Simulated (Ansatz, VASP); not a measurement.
## One calculation of InAg2F5, two programs

```
CELL_PARAMETERS angstrom
4.57395 0.00000 0.00000
-2.28697 3.96116 0.00000
0.00000 0.00000 6.46755
ATOMIC_POSITIONS crystal
In 0.00000 0.00000 0.50000
Ag 0.33333 0.66667 0.00000
Ag 0.66667 0.33333 0.00000
F 0.33333 0.66667 0.68411
F 0.66667 0.33333 0.68411
F 0.66667 0.33333 0.31589
F 0.33333 0.66667 0.31589
F 0.00000 0.00000 0.00000
```

Alike in both runs: functional PBE; k mesh 6 × 6 × 2; occupations gaussian, width 0.1 eV; no spin polarisation.

Ansatz relaxed the structure, and its values are those at the end. VASP's run is a single point on that final structure, the one shown.

|  | VASP | Ansatz |
| --- | --- | --- |
| version | VASP 6.6.1 | Ansatz 0.2.0 |
| potentials or method | VASP PAW PBE potentials, release 64 (In_d, Ag_sv_GW, F), cutoff 700 eV | scalar-relativistic, plane waves, PAW |
| valence electrons in the cell | 86 | 86 |

|  | VASP | Ansatz | Ansatz less VASP |
| --- | --- | --- | --- |
| gap on the k mesh at the Fermi level (eV) | none | none | - |
| pressure (GPa) | -0.3 | 0.0 | +0.29 |
| rms of the force components (eV/Å) | 0.014 | 0.000 | -0.0135 |

A gap of «none» marks a metal or a gap that the smearing closes. With one functional, cell and mesh, what is left measures potentials, basis and numerics.

The k mesh is coarse, so the values compare programs but aren't converged.
